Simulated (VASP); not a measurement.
Set up this calculation in VASP 6.6.1, as the native input.

* Task: single point
* Functional: PBE
* Potentials or basis: VASP PAW PBE potentials, release 64 (Li_sv, Cl)
* Cutoff: 750 eV
* k mesh: 8 × 8 × 8
* Occupations: fermi-dirac, width 0.02 eV
* Spin: no spin polarisation
* Dipole correction: no
* Further INCAR settings: ALGO = Normal; EDIFF = 1e-06; NBANDS = 12

The structure of LiCl lies in POSCAR:

```
LiCl
1.0
    0.0000000000      2.5621937912      2.5621937912
    2.5621937912      0.0000000000      2.5621937912
    2.5621937912      2.5621937912      0.0000000000
Li Cl
1 1
Direct
    0.0000000000      0.0000000000      0.0000000000
    0.5000000000      0.5000000000      0.5000000000
```

One way to write it, as run:

INCAR

```
ALGO     = Normal         # electronic algorithm
EDIFF    = 1E-6           # SCF threshold, eV
ENCUT    = 750            # plane-wave cutoff, eV
GGA      = PE             # functional
GGA_COMPAT= F            
ISIF     = 2              # what is computed and relaxed
ISMEAR   = -1             # smearing method
LASPH    = T              # aspherical terms in the spheres
LCHARG   = T              # write CHGCAR
LELF     = T              # ELF
LREAL    = F              # projectors in reciprocal space
LVHAR    = T            
LWAVE    = F              # write WAVECAR
NBANDS   = 12             # bands
NELM     = 120            # most SCF steps
PREC     = Accurate       # precision mode
SIGMA    = 0.02           # smearing width, eV
```

KPOINTS

```
k-points
0
Gamma
  8 8 8
```

Potentials or basis: VASP PAW PBE potentials, release 64 (Li_sv, Cl).

Command:

```bash
$ cat potpaw_PBE.64/Li_sv/POTCAR potpaw_PBE.64/Cl/POTCAR > POTCAR
$ mpirun -np 1 vasp_std > vasp.out
```

It gave:

```yaml
Pressure: 0.4 GPa
Band_gap_on_the_k_mesh: 6.35 eV, direct
```

Wall time 30 s on 1 thread of Intel Xeon 8259CL (shared host), peak memory 0.17 GiB.
